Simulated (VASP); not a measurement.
Input of a VASP 6.6.1 run:

File INCAR:

```
  PREC = Accurate
  ENCUT = 520
  EDIFF = 1E-6
  ISMEAR = 0
  SIGMA = 0.15
  LREAL = False
  LASPH = True
  NELM = 60
  ALGO = Fast
  ISIF = 2
  LWAVE = False
  LCHARG = True
  GGA = PS
  LELF = True
  LVHAR = True
  NBANDS = 8
```

The input KPOINTS:

```
Automatic mesh
0
Gamma
  20 20 20
```

POSCAR

```
Al
1.0
    0.0000000000      2.0239800000      2.0543397000
    2.0239800000      0.0000000000      2.0543397000
    2.0239800000      2.0239800000      0.0000000000
Al
1
Direct
    0.0000000000      0.0000000000      0.0000000000
```

Potentials or basis: VASP PAW PBE potentials, release 64 (Al).

Command:

```bash
$ cat potpaw_PBE.64/Al/POTCAR > POTCAR
$ mpirun -np 1 vasp_std > vasp.out
```

(1) What does it give for the pressure?

## Answers

(1) -2.9 GPa.

Caveat: the cell differs from its parent crystal (strain +0.0150 x Voigt [0, 0, 1, 0, 0, 0]); the PAW data sets were made with another functional, which shifts forces and pressure a little.
